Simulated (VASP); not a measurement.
# Lu3Bi (P4/mmm) in VASP: single point with PBE

Aim: the single point of Lu3Bi with PBE.

Everything below comes from runs of VASP 6.6.1. Logs are shortened: lines on timing, memory, paths and dates and some standing lists are left out, and cuts for length are marked.

**1. The cell of the first run**

Symmetry: P4/mmm, No. 123, tetragonal system. Conventional cell: a = 4.617 Å, b = 4.617 Å, c = 4.504 Å, α = 90.00°, β = 90.00°, γ = 90.00°. Within 4.2 Å of Lu (site symmetry mmm) lie 8 Lu at 3.22 to 3.26 Å and 4 Bi at 3.22 Å. Within 4.2 Å of Lu (site symmetry 4/mmm) lie 8 Lu at 3.22 Å and 4 Bi at 3.26 Å. Within 4.2 Å of Bi (site symmetry 4/mmm) lie 12 Lu at 3.22 to 3.26 Å.

The cell was built from a structure type or drawn by symmetry, and may not be a known phase.

**2. Single point, PBE**

File INCAR:

```
PREC = Accurate ; ENCUT = 520
EDIFF = 1E-6 ; ISMEAR = 0
SIGMA = 0.1 ; LREAL = False
LASPH = True ; NELM = 60
ALGO = Normal ; ISIF = 2
LWAVE = False ; LCHARG = True
GGA = PE ; LELF = True
LVHAR = True ; NBANDS = 53
```

File KPOINTS:

```
regular mesh
0
Gamma
  4 4 4
```

File POSCAR:

```
Lu3Bi
1.0
    4.6168574600      0.0000000000      0.0000000000
    0.0000000000      4.6168574600      0.0000000000
    0.0000000000      0.0000000000      4.5038176600
Lu Bi
3 1
Direct
    0.0000000000      0.5000000000      0.5000000000
    0.5000000000      0.0000000000      0.5000000000
    0.5000000000      0.5000000000      0.0000000000
    0.0000000000      0.0000000000      0.0000000000
```

Potentials or basis: VASP PAW PBE potentials, release 64 (Lu, Bi_d).

The run is started by

```sh
$ cat potpaw_PBE.64/Lu/POTCAR potpaw_PBE.64/Bi_d/POTCAR > POTCAR
$ mpirun -np 1 vasp_std > vasp.out
```

OUTCAR:

```text
PREC = Accurate
   ENCUT = 520
   EDIFF = 1E-6
   ISMEAR = 0
   LREAL = False
   LASPH = True
   NELM = 60
   ISIF = 2
   GGA = PE

 ion  position               nearest neighbor table
   1  0.000  0.500  0.500-   3 3.22   4 3.22   3 3.22   4 3.22   4 3.22   4 3.22   3 3.22   3 3.22
                             2 3.26   2 3.26   2 3.26   2 3.26
   2  0.500  0.000  0.500-   3 3.22   4 3.22   3 3.22   4 3.22   3 3.22   3 3.22   4 3.22   4 3.22
                             1 3.26   1 3.26   1 3.26   1 3.26
   3  0.500  0.500  0.000-   1 3.22   2 3.22   1 3.22   2 3.22   2 3.22   2 3.22   1 3.22   1 3.22
                             4 3.26   4 3.26   4 3.26   4 3.26
   4  0.000  0.000  0.000-   1 3.22   2 3.22   1 3.22   2 3.22   1 3.22   1 3.22   2 3.22   2 3.22
                             3 3.26   3 3.26   3 3.26   3 3.26

  LATTYP: Found a simple tetragonal cell.
 ALAT       =     4.6168574600
 C/A-ratio  =     0.9755158566

  Lattice vectors:

 A1 = (   4.6168574600,   0.0000000000,   0.0000000000)
 A2 = (   0.0000000000,   4.6168574600,   0.0000000000)
 A3 = (   0.0000000000,   0.0000000000,   4.5038176600)

Analysis of symmetry for initial positions (statically):
=====================================================================
 Subroutine PRICEL returns:
 Original cell was already a primitive cell.

 Routine SETGRP: Setting up the symmetry group for a
 simple tetragonal supercell.

 Subroutine GETGRP returns: Found 16 space group operations
 (whereof 16 operations were pure point group operations)
 out of a pool of 16 trial point group operations.

The static configuration has the point symmetry D_4h.

Analysis of symmetry for dynamics (positions and initial velocities):
=====================================================================
 Subroutine PRICEL returns:
 Original cell was already a primitive cell.

 Routine SETGRP: Setting up the symmetry group for a
 simple tetragonal supercell.

 Subroutine GETGRP returns: Found 16 space group operations
 (whereof 16 operations were pure point group operations)
 out of a pool of 16 trial point group operations.

The dynamic configuration has the point symmetry D_4h.

 Subroutine INISYM returns: Found 16 space group operations
 (whereof 16 operations are pure point group operations),
 and found     1 'primitive' translations

----------------------------------------------------------------------------------------

                                     Primitive cell

  volume of cell :      96.0006

  direct lattice vectors                    reciprocal lattice vectors
     4.616857460  0.000000000  0.000000000     0.216597547  0.000000000  0.000000000
     0.000000000  4.616857460  0.000000000     0.000000000  0.216597547  0.000000000
     0.000000000  0.000000000  4.503817660     0.000000000  0.000000000  0.222033856

  length of vectors
     4.616857460  4.616857460  4.503817660     0.216597547  0.216597547  0.222033856

  position of ions in fractional coordinates (direct lattice)
     0.000000000  0.500000000  0.500000000
     0.500000000  0.000000000  0.500000000
     0.500000000  0.500000000  0.000000000
     0.000000000  0.000000000  0.000000000

  ion indices of the primitive-cell ions
   primitive index   ion index
                 1           1
                 2           2
                 3           3
                 4           4

----------------------------------------------------------------------------------------

 KPOINTS: regular mesh

Automatic generation of k-mesh.
 Grid dimensions read from file:
 generate k-points for:    4    4    4

 Generating k-lattice:

  Cartesian coordinates                     Fractional coordinates (reciprocal lattice)
     0.054149387  0.000000000  0.000000000     0.250000000  0.000000000  0.000000000
     0.000000000  0.054149387  0.000000000     0.000000000  0.250000000  0.000000000
     0.000000000  0.000000000  0.055508464     0.000000000  0.000000000  0.250000000

  Length of vectors
     0.054149387  0.054149387  0.055508464

  Shift w.r.t. Gamma in fractional coordinates (k-lattice)
     0.000000000  0.000000000  0.000000000

 Subroutine IBZKPT returns following result:
 ===========================================

 Found     18 irreducible k-points:

 Following reciprocal coordinates:
            Coordinates               Weight
  0.000000  0.000000  0.000000      1.000000
  0.250000  0.000000  0.000000      4.000000
  0.500000  0.000000  0.000000      2.000000
  0.250000  0.250000  0.000000      4.000000
  0.500000  0.250000  0.000000      4.000000
  0.500000  0.500000  0.000000      1.000000
[... 10 lines left out ...]
  0.500000  0.250000  0.500000      4.000000
  0.500000  0.500000  0.500000      1.000000
   k-points           NKPTS =     18   k-points in BZ     NKDIM =     18   number of bands    NBANDS=     53
   number of dos      NEDOS =    301   number of ions     NIONS =      4
   total plane-waves  NPLWV =  46656
   dimension x,y,z NGX =    36 NGY =   36 NGZ =   36
   dimension x,y,z NGXF=    72 NGYF=   72 NGZF=   72
   ions per type =               3   1
   NGX,Y,Z   is equivalent  to a cutoff of  12.96, 12.96, 13.29 a.u.
   NGXF,Y,Z  is equivalent  to a cutoff of  25.93, 25.93, 26.58 a.u.
 SYSTEM =  unknown system
   PREC   = accura    normal or accurate (medium, high low for compatibility)
   ISTART =      0    job   : 0-new  1-cont  2-samecut
   ICHARG =      2    charge: 1-file 2-atom 10-const
   ISPIN  =      1    spin polarized calculation?
   LNONCOLLINEAR =      F non collinear calculations
   LSORBIT =      F    spin-orbit coupling
   LASPH  =      T    aspherical Exc in radial PAW
   ENCUT  =  520.0 eV  38.22 Ry    6.18 a.u.   8.58  8.58  8.37*2*pi/ulx,y,z
   NELM   =     60;   NELMIN=  2; NELMDL= -5     # of ELM steps
   EDIFF  = 0.1E-05   stopping-criterion for ELM
   LREAL  =      F    real-space projection
   EDIFFG = 0.1E-04   stopping-criterion for IOM
   NSW    =      0    number of steps for IOM
   IBRION =     -1    ionic relax: 0-MD 1-quasi-New 2-CG
   NFREE  =      0    steps in history (QN), initial steepest desc. (CG)
   ISIF   =      2    stress and relaxation
   ISYM   =      2    0-nonsym 1-usesym 2-fastsym
   POTIM  = 0.5000    time-step for ionic-motion
   TEBEG  =    0.0;   TEEND  =   0.0 temperature during run
   PSTRESS=    0.0 pullay stress
   NELECT =      90.0000    total number of electrons
   NUPDOWN=      -1.0000    fix difference up-down
   EMIN   =  10.00;   EMAX   =-10.00  energy-range for DOS
   EFERMI =   0.00;   METHOD = LEGACY
   ISMEAR =     0;   SIGMA  =   0.10  broadening in eV -4-tet -1-fermi 0-gaus
   EFERMI_NEDOS =   21; number of points for ismear=-14 and -15
   IALGO  =     38    algorithm
   IMIX   =      4    mixing-type and parameters
     AMIX     =   0.40;   BMIX     =  1.00
     AMIX_MAG =   1.60;   BMIX_MAG =  1.00
  volume/ion in A,a.u.               =      24.00       161.96
  Fermi-wavevector in a.u.,A,eV,Ry     =   1.602253  3.027819 34.929076  2.567215
  Thomas-Fermi vector in A             =   2.699103
   LORBIT       =      0    0 simple, 1 ext, 2 COOP (PROOUT), +10 PAW based schemes
   GGA     = PE    functional components
   LHFCALC =     F    Hartree Fock is set to
   AEXX    =    0.0000 exact exchange contribution
   IVDW    =     0    specifies the selected vdW correction
   LEPSILON=     F    determine dielectric tensor
   LRPA    =     F    only Hartree local field effects (RPA)
 non-spin polarized calculation
 Gauss-broadening in eV      SIGMA  =   0.10
  energy-cutoff  :      520.00
  volume of cell :       96.00
 maximum number of plane-waves:      2601
 NGX is ok and might be reduce to    36
   NGX = 17   NGY = 17   NGZ = 17

 number of electron      90.0000012 magnetization

 Free energy of the ion-electron system (eV)
  ---------------------------------------------------
  ext. energy  EPLUGINS =         0.00000000
  ---------------------------------------------------
  free energy    TOTEN  =       -17.98211842 eV

  energy without entropy =      -17.92887215  energy(sigma->0) =      -17.95549529

 E-fermi :   5.4577     XC(G=0): -11.6140

 val. band max:        5.4465293874   @ k =   0.2500   0.0000   0.5000
 cond. band min:       5.4583485129   @ k =   0.5000   0.5000   0.0000
 fundamental gap:      0.0118191255
 Fermi energy:         5.4577163739

 k-point     1 :       0.0000    0.0000    0.0000
  band No.  band energies     occupation
      1     -50.7714      2.00000
      2     -50.7019      2.00000
      3     -50.6984      2.00000
      4     -21.7782      2.00000
      5     -21.7706      2.00000
      6     -21.7706      2.00000
[... 45 lines left out ...]
     52       8.9221      0.00000
     53      11.0791      0.00000

 k-point     2 :       0.2500    0.0000    0.0000
  band No.  band energies     occupation
      1     -50.7627      2.00000
      2     -50.7097      2.00000
      3     -50.6991      2.00000
      4     -21.7318      2.00000
      5     -21.7282      2.00000
      6     -21.6997      2.00000
[... 45 lines left out ...]
     52       9.2201      0.00000
     53       9.6535      0.00000

 k-point     3 :       0.5000    0.0000    0.0000
  band No.  band energies     occupation
      1     -50.7491      2.00000
      2     -50.7232      2.00000
      3     -50.6992      2.00000
      4     -21.6712      2.00000
      5     -21.6674      2.00000
      6     -21.5780      2.00000
[... 45 lines left out ...]
     52       8.2913      0.00000
     53       8.4269      0.00000
[... 729 lines left out ...]
 k-point    17 :       0.5000    0.2500    0.5000
  band No.  band energies     occupation
      1     -50.7250      2.00000
      2     -50.7229      2.00000
      3     -50.7229      2.00000
      4     -21.8044      2.00000
      5     -21.7963      2.00000
      6     -21.7166      2.00000
[... 45 lines left out ...]
     52       8.7127      0.00000
     53       8.7982      0.00000

 k-point    18 :       0.5000    0.5000    0.5000
  band No.  band energies     occupation
      1     -50.7249      2.00000
      2     -50.7228      2.00000
      3     -50.7228      2.00000
      4     -21.8914      2.00000
      5     -21.7984      2.00000
      6     -21.7984      2.00000
[... 45 lines left out ...]
     52       8.4291      0.00000
     53       8.5270      0.00000

------------------------ aborting loop because EDIFF is reached ----------------------------------------

  FORCE on cell =-STRESS in cart. coord.  units (eV):
  Direction    XX          YY          ZZ          XY          YZ          ZX
  --------------------------------------------------------------------------------------
  -------------------------------------------------------------------------------------
  Total        5.7201771      5.7201771      5.6396828      0.0000000      0.0000000      0.0000000
  in kB       95.4654724     95.4654724     94.1220820      0.0000000      0.0000000      0.0000000
  external PRESSURE =      95.0176756 kB  Pullay stress =       0.0000000 kB

 VOLUME and BASIS-vectors are now :
 -----------------------------------------------------------------------------
  energy-cutoff  :      520.00
  volume of cell :       96.00
      direct lattice vectors                 reciprocal lattice vectors
     4.616857460  0.000000000  0.000000000     0.216597547  0.000000000  0.000000000
     0.000000000  4.616857460  0.000000000     0.000000000  0.216597547  0.000000000
     0.000000000  0.000000000  4.503817660     0.000000000  0.000000000  0.222033856

 POSITION                                       TOTAL-FORCE (eV/Angst)
 -----------------------------------------------------------------------------------
      0.00000      2.30843      2.25191         0.000000      0.000000      0.000000
      2.30843      0.00000      2.25191         0.000000      0.000000      0.000000
      2.30843      2.30843      0.00000         0.000000      0.000000      0.000000
      0.00000      0.00000      0.00000         0.000000      0.000000      0.000000
 -----------------------------------------------------------------------------------
    total drift:                                0.000000      0.000000      0.000000

  FREE ENERGIE OF THE ION-ELECTRON SYSTEM (eV)
  ---------------------------------------------------
  free  energy   TOTEN  =       -17.9821184241 eV

  energy  without entropy=      -17.9288721505  energy(sigma->0) =      -17.95549529
```

It took 2.8 min on 1 thread of Oxide Virtual Turin-like, shared host; peak memory 0.22 GiB.

Results:

```
Free energy            : -17.9821 eV
Pressure               : 9.5 GPa
Band gap on the k mesh : zero (bands 45 and 46 overlap by 0.91 eV)
```

Levels at points of the mesh, in eV from the Fermi level:
| k point | band 41 | band 42 | band 43 | band 44 | band 45 | band 46 | band 47 | band 48 | band 49 | band 50 |
| --- | --- | --- | --- | --- | --- | --- | --- | --- | --- | --- |
| (0.00, 0.00, 0.00) | -1.98 | -1.87 | -1.74 | -1.74 | -1.51 | -0.84 | -0.77 | -0.77 | 0.92 | 3.32 |
| (0.50, 0.00, 0.00) | -2.84 | -2.68 | -2.08 | -0.20 | -0.20 | 0.23 | 1.03 | 1.22 | 1.32 | 1.96 |
| (0.50, 0.50, 0.00) | -4.86 | -3.09 | -1.99 | 0.00 | 0.00 | 0.23 | 1.45 | 1.45 | 1.73 | 2.77 |
| (0.00, 0.00, 0.50) | -2.87 | -2.87 | -2.02 | -0.17 | -0.13 | 0.13 | 1.05 | 1.05 | 1.65 | 1.89 |
| (0.50, 0.00, 0.50) | -4.77 | -3.22 | -1.89 | -0.08 | -0.02 | 0.05 | 1.29 | 1.32 | 1.84 | 2.68 |
| (0.50, 0.50, 0.50) | -3.07 | -3.07 | -2.55 | -2.55 | -2.55 | 0.81 | 1.56 | 1.80 | 1.80 | 2.53 |

Caveat: the cell stands under pressure; spin-orbit coupling is left out, which moves the levels of the heavy elements.
